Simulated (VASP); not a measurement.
# TaN (Fm-3m) in VASP: further runs

TaN is run at these levels: PBE; tasks: electric field gradients.

Program: VASP 6.6.1. These are calculated values, not measurements. Logs are shortened: lines on timing, memory, paths and dates and some standing lists are left out, and cuts for length are marked.

**1. The cell of the first run**

The structure is cubic, space group Fm-3m (No. 225). The conventional cell has a = 4.417 Å, b = 4.417 Å, c = 4.417 Å, α = 90.00°, β = 90.00°, γ = 90.00°. Ta (site symmetry m-3m) has 6 N at 2.21 Å within 2.9 Å. N (site symmetry m-3m) has 6 Ta at 2.21 Å within 2.9 Å.

**2. Electric field gradients, PBE**

The input, INCAR:

```
PREC     = Accurate       # precision mode
ENCUT    = 520            # plane-wave cutoff, eV
EDIFF    = 1E-8           # SCF threshold, eV
ISMEAR   = -1             # smearing method
SIGMA    = 0.02           # smearing width, eV
LREAL    = False          # projectors in reciprocal space
LASPH    = True           # aspherical terms in the spheres
NELM     = 60             # most SCF steps
ALGO     = Normal         # electronic algorithm
ISIF     = 2              # what is computed and relaxed
LWAVE    = False          # write WAVECAR
LCHARG   = False          # write CHGCAR
GGA      = PE             # functional
LEFG     = True         
NBANDS   = 15             # bands
```

The input, KPOINTS:

```
Automatic mesh
0
Gamma
  11 11 11
```

The input, POSCAR:

```
TaN
1.0
    0.0000000000      2.2085294952      2.2085294952
    2.2085294952      0.0000000000      2.2085294952
    2.2085294952      2.2085294952      0.0000000000
Ta N
1 1
Direct
    0.5000000000      0.5000000000      0.5000000000
    0.0000000000      0.0000000000      0.0000000000
```

Potentials or basis: VASP PAW PBE potentials, release 64 (Ta_pv, N).

Run with:

```bash
cat potpaw_PBE.64/Ta_pv/POTCAR potpaw_PBE.64/N/POTCAR > POTCAR
mpirun -np 1 vasp_std > vasp.out
```

OUTCAR:

```text
PREC = Accurate
   ENCUT = 520
   EDIFF = 1E-8
   ISMEAR = -1
   LREAL = False
   LASPH = True
   NELM = 60
   ISIF = 2
   GGA = PE

 ion  position               nearest neighbor table
   1  0.500  0.500  0.500-   2 2.21   2 2.21   2 2.21   2 2.21   2 2.21   2 2.21
   2  0.000  0.000  0.000-   1 2.21   1 2.21   1 2.21   1 2.21   1 2.21   1 2.21

  LATTYP: Found a face centered cubic cell.
 ALAT       =     4.4170589904

  Lattice vectors:

 A1 = (   0.0000000000,   2.2085294952,   2.2085294952)
 A2 = (   2.2085294952,   0.0000000000,   2.2085294952)
 A3 = (   2.2085294952,   2.2085294952,   0.0000000000)

Analysis of symmetry for initial positions (statically):
=====================================================================
 Subroutine PRICEL returns:
 Original cell was already a primitive cell.

 Routine SETGRP: Setting up the symmetry group for a
 face centered cubic supercell.

 Subroutine GETGRP returns: Found 48 space group operations
 (whereof 48 operations were pure point group operations)
 out of a pool of 48 trial point group operations.

The static configuration has the point symmetry O_h .

Analysis of symmetry for dynamics (positions and initial velocities):
=====================================================================
 Subroutine PRICEL returns:
 Original cell was already a primitive cell.

 Routine SETGRP: Setting up the symmetry group for a
 face centered cubic supercell.

 Subroutine GETGRP returns: Found 48 space group operations
 (whereof 48 operations were pure point group operations)
 out of a pool of 48 trial point group operations.

The dynamic configuration has the point symmetry O_h .

 Subroutine INISYM returns: Found 48 space group operations
 (whereof 48 operations are pure point group operations),
 and found     1 'primitive' translations

----------------------------------------------------------------------------------------

                                     Primitive cell

  volume of cell :      21.5447

  direct lattice vectors                    reciprocal lattice vectors
     0.000000000  2.208529495  2.208529495    -0.226394984  0.226394984  0.226394984
     2.208529495  0.000000000  2.208529495     0.226394984 -0.226394984  0.226394984
     2.208529495  2.208529495  0.000000000     0.226394984  0.226394984 -0.226394984

  length of vectors
     3.123332365  3.123332365  3.123332365     0.392127615  0.392127615  0.392127615

  position of ions in fractional coordinates (direct lattice)
     0.500000000  0.500000000  0.500000000
     0.000000000  0.000000000  0.000000000

  ion indices of the primitive-cell ions
   primitive index   ion index
                 1           1
                 2           2

----------------------------------------------------------------------------------------

 KPOINTS: Automatic mesh

Automatic generation of k-mesh.
 Grid dimensions read from file:
 generate k-points for:   11   11   11

 Generating k-lattice:

  Cartesian coordinates                     Fractional coordinates (reciprocal lattice)
    -0.020581362  0.020581362  0.020581362     0.090909091  0.000000000  0.000000000
     0.020581362 -0.020581362  0.020581362     0.000000000  0.090909091  0.000000000
     0.020581362  0.020581362 -0.020581362     0.000000000  0.000000000  0.090909091

  Length of vectors
     0.035647965  0.035647965  0.035647965

  Shift w.r.t. Gamma in fractional coordinates (k-lattice)
     0.000000000  0.000000000  0.000000000

 Subroutine IBZKPT returns following result:
 ===========================================

 Found     56 irreducible k-points:

 Following reciprocal coordinates:
            Coordinates               Weight
  0.000000  0.000000  0.000000      1.000000
  0.090909  0.000000  0.000000      8.000000
  0.181818  0.000000  0.000000      8.000000
  0.272727  0.000000  0.000000      8.000000
  0.363636  0.000000  0.000000      8.000000
  0.454545  0.000000  0.000000      8.000000
[... 16 lines left out ...]
 -0.272727  0.181818  0.000000     24.000000
 -0.181818  0.181818  0.000000     12.000000
 [... further k-points ...]
   k-points           NKPTS =     56   k-points in BZ     NKDIM =     56   number of bands    NBANDS=     15
   number of dos      NEDOS =    301   number of ions     NIONS =      2
   total plane-waves  NPLWV =  13824
   dimension x,y,z NGX =    24 NGY =   24 NGZ =   24
   dimension x,y,z NGXF=    48 NGYF=   48 NGZF=   48
   ions per type =               1   1
   NGX,Y,Z   is equivalent  to a cutoff of  12.77, 12.77, 12.77 a.u.
   NGXF,Y,Z  is equivalent  to a cutoff of  25.55, 25.55, 25.55 a.u.
 SYSTEM =  unknown system
   PREC   = accura    normal or accurate (medium, high low for compatibility)
   ISTART =      0    job   : 0-new  1-cont  2-samecut
   ICHARG =      2    charge: 1-file 2-atom 10-const
   ISPIN  =      1    spin polarized calculation?
   LNONCOLLINEAR =      F non collinear calculations
   LSORBIT =      F    spin-orbit coupling
   LASPH  =      T    aspherical Exc in radial PAW
   ENCUT  =  520.0 eV  38.22 Ry    6.18 a.u.   5.81  5.81  5.81*2*pi/ulx,y,z
   NELM   =     60;   NELMIN=  2; NELMDL= -5     # of ELM steps
   EDIFF  = 0.1E-07   stopping-criterion for ELM
   LREAL  =      F    real-space projection
   EDIFFG = 0.1E-06   stopping-criterion for IOM
   NSW    =      0    number of steps for IOM
   IBRION =     -1    ionic relax: 0-MD 1-quasi-New 2-CG
   NFREE  =      0    steps in history (QN), initial steepest desc. (CG)
   ISIF   =      2    stress and relaxation
   ISYM   =      2    0-nonsym 1-usesym 2-fastsym
   POTIM  = 0.5000    time-step for ionic-motion
   TEBEG  =    0.0;   TEEND  =   0.0 temperature during run
   PSTRESS=    0.0 pullay stress
   NELECT =      16.0000    total number of electrons
   NUPDOWN=      -1.0000    fix difference up-down
   EMIN   =  10.00;   EMAX   =-10.00  energy-range for DOS
   EFERMI =   0.00;   METHOD = LEGACY
   ISMEAR =    -1;   SIGMA  =   0.02  broadening in eV -4-tet -1-fermi 0-gaus
   EFERMI_NEDOS =   21; number of points for ismear=-14 and -15
   IALGO  =     38    algorithm
   IMIX   =      4    mixing-type and parameters
     AMIX     =   0.40;   BMIX     =  1.00
     AMIX_MAG =   1.60;   BMIX_MAG =  1.00
  volume/ion in A,a.u.               =      10.77        72.70
  Fermi-wavevector in a.u.,A,eV,Ry     =   1.482524  2.801563 29.903922  2.197876
  Thomas-Fermi vector in A             =   2.596299
   LORBIT       =      0    0 simple, 1 ext, 2 COOP (PROOUT), +10 PAW based schemes
   GGA     = PE    functional components
   LHFCALC =     F    Hartree Fock is set to
   AEXX    =    0.0000 exact exchange contribution
   IVDW    =     0    specifies the selected vdW correction
   LEPSILON=     F    determine dielectric tensor
   LRPA    =     F    only Hartree local field effects (RPA)
 non-spin polarized calculation
  energy-cutoff  :      520.00
  volume of cell :       21.54
 maximum number of plane-waves:       595
   NGX = 11   NGY = 11   NGZ = 11

 number of electron      16.0000003 magnetization

 Free energy of the ion-electron system (eV)
  ---------------------------------------------------
  ext. energy  EPLUGINS =         0.00000000
  ---------------------------------------------------
  free energy    TOTEN  =       -21.82169243 eV

  energy without entropy =      -21.82139475  energy(sigma->0) =      -21.82154359

 E-fermi :   9.4535     XC(G=0): -13.3652

 val. band max:        9.3479125619   @ k =  -0.3636   0.2727   0.0909
 cond. band min:       9.4577434704   @ k =   0.0000   0.0000   0.0000
 fundamental gap:      0.1098309086
 Fermi energy:         9.4535154858

 k-point     1 :       0.0000    0.0000    0.0000
  band No.  band energies     occupation
      1     -26.4075      2.00000
      2     -26.4075      2.00000
      3     -26.4075      2.00000
      4      -9.3557      2.00000
      5       5.6108      2.00000
      6       5.6108      2.00000
      7       5.6108      2.00000
      8       7.3273      2.00000
      9       7.3273      2.00000
     10       7.3273      2.00000
     11       9.4577      0.89469
     12       9.4577      0.89467
     13      10.8048      0.00000
     14      18.7963      0.00000
     15      21.7283      0.00000

 k-point     2 :       0.0909    0.0000    0.0000
  band No.  band energies     occupation
      1     -26.4767      2.00000
      2     -26.4139      2.00000
      3     -26.4139      2.00000
      4      -9.1621      2.00000
      5       4.6665      2.00000
      6       4.9814      2.00000
      7       4.9814      2.00000
      8       7.6264      2.00000
      9       7.6264      2.00000
     10       7.6984      2.00000
     11      10.2207      0.00000
     12      10.2207      0.00000
     13      11.3986      0.00000
     14      19.3959      0.00000
     15      21.7279      0.00000

 k-point     3 :       0.1818    0.0000    0.0000
  band No.  band energies     occupation
      1     -26.6574      2.00000
      2     -26.4310      2.00000
      3     -26.4310      2.00000
      4      -8.6245      2.00000
      5       3.0298      2.00000
      6       3.9112      2.00000
      7       3.9112      2.00000
      8       8.1721      2.00000
      9       8.3070      2.00000
     10       8.3070      2.00000
     11      11.8544      0.00000
     12      11.8544      0.00000
     13      12.6953      0.00000
     14      20.8604      0.00000
     15      21.7274      0.00000
[... 343 lines left out ...]
 k-point    23 :      -0.2727    0.1818    0.0000
  band No.  band energies     occupation
      1     -26.9886      2.00000
      2     -26.6431      2.00000
      3     -26.4705      2.00000
      4      -7.2265      2.00000
      5       0.4328      2.00000
      6       2.2811      2.00000
      7       2.8901      2.00000
      8       9.5349      0.03355
      9       9.5830      0.00308
     10      11.3410      0.00000
     11      12.3312      0.00000
     12      15.8073      0.00000
     13      16.4588      0.00000
     14      20.9357      0.00000
     15      21.7509      0.00000

 k-point    24 :      -0.1818    0.1818    0.0000
  band No.  band energies     occupation
      1     -26.8595      2.00000
      2     -26.5804      2.00000
      3     -26.4410      2.00000
      4      -7.7556      2.00000
      5       1.2154      2.00000
      6       2.6399      2.00000
      7       3.3944      2.00000
      8       8.7140      2.00000
      9       9.0901      2.00000
     10      10.7549      0.00000
     11      11.2175      0.00000
     12      14.9205      0.00000
     13      15.1999      0.00000
     14      21.7145      0.00000
     15      22.5691      0.00000

 [... further k-points ...]
[... 5 lines left out ...]
  --------------------------------------------------------------------------------------
  -------------------------------------------------------------------------------------
  Total        0.1054743      0.1054743      0.1054743     -0.0000000      0.0000000      0.0000000
  in kB        7.8436406      7.8436406      7.8436406     -0.0000000      0.0000000      0.0000000
  external PRESSURE =       7.8436406 kB  Pullay stress =       0.0000000 kB

 VOLUME and BASIS-vectors are now :
 -----------------------------------------------------------------------------
  energy-cutoff  :      520.00
  volume of cell :       21.54
      direct lattice vectors                 reciprocal lattice vectors
     0.000000000  2.208529495  2.208529495    -0.226394984  0.226394984  0.226394984
     2.208529495  0.000000000  2.208529495     0.226394984 -0.226394984  0.226394984
     2.208529495  2.208529495  0.000000000     0.226394984  0.226394984 -0.226394984

 POSITION                                       TOTAL-FORCE (eV/Angst)
 -----------------------------------------------------------------------------------
      2.20853      2.20853      2.20853        -0.000000     -0.000000      0.000000
      0.00000      0.00000      0.00000         0.000000      0.000000     -0.000000
 -----------------------------------------------------------------------------------
    total drift:                                0.000000     -0.000000     -0.000000

  FREE ENERGIE OF THE ION-ELECTRON SYSTEM (eV)
  ---------------------------------------------------
  free  energy   TOTEN  =       -21.8216924342 eV

  energy  without entropy=      -21.8213947547  energy(sigma->0) =      -21.82154359

 Electric field gradients (V/A^2)
---------------------------------------------------------------------
 ion       V_xx      V_yy      V_zz      V_xy      V_xz      V_yz
---------------------------------------------------------------------
   1      -0.000    -0.000    -0.000    -0.000    -0.000    -0.000
   2      -0.000     0.000    -0.000     0.000     0.000     0.000
---------------------------------------------------------------------

 Electric field gradients after diagonalization (V/A^2)
 (convention: |V_zz| > |V_xx| > |V_yy|)
----------------------------------------------------------------------
 ion       V_xx      V_yy      V_zz     asymmetry (V_yy - V_xx)/ V_zz
----------------------------------------------------------------------
   1       0.000     0.000    -0.000       0.000
   2      -0.000    -0.000     0.001       0.000
----------------------------------------------------------------------

           NMR quadrupolar parameters

 Cq : quadrupolar parameter    Cq=e*Q*V_zz/h
 eta: asymmetry parameters     (V_yy - V_xx)/ V_zz
 Q  : nuclear electric quadrupole moment in mb (millibarn)
----------------------------------------------------------------------
 ion       Cq(MHz)       eta       Q (mb)
----------------------------------------------------------------------
   1      -0.000       0.000       1.000
   2       0.000       0.000       1.000
----------------------------------------------------------------------
```

Wall time 8.5 s (1 thread of Intel Xeon 6975P-C (Granite Rapids), shared host); peak memory 0.14 GiB.

What came out:

- Free energy: -21.8217 eV
- Pressure: 0.8 GPa
- Band gap on the k mesh: zero (band 8 reaches 11.04 eV, above the bottom of band 9 at 7.33 eV)

Levels at points of the mesh, in eV from the Fermi level:
```tsv
k point	band 6	band 7	band 8	band 9	band 10	band 11
(0.00, 0.00, 0.00)	-3.84	-3.84	-2.13	-2.13	-2.13	0.00
```

Caveat: without QUAD_EFG the Cq values of the log hold for a quadrupole moment of 1 mb, not for the nuclei; spin-orbit coupling is left out, which moves the levels of the heavy elements.

(Part 1 of 2 ends here.)
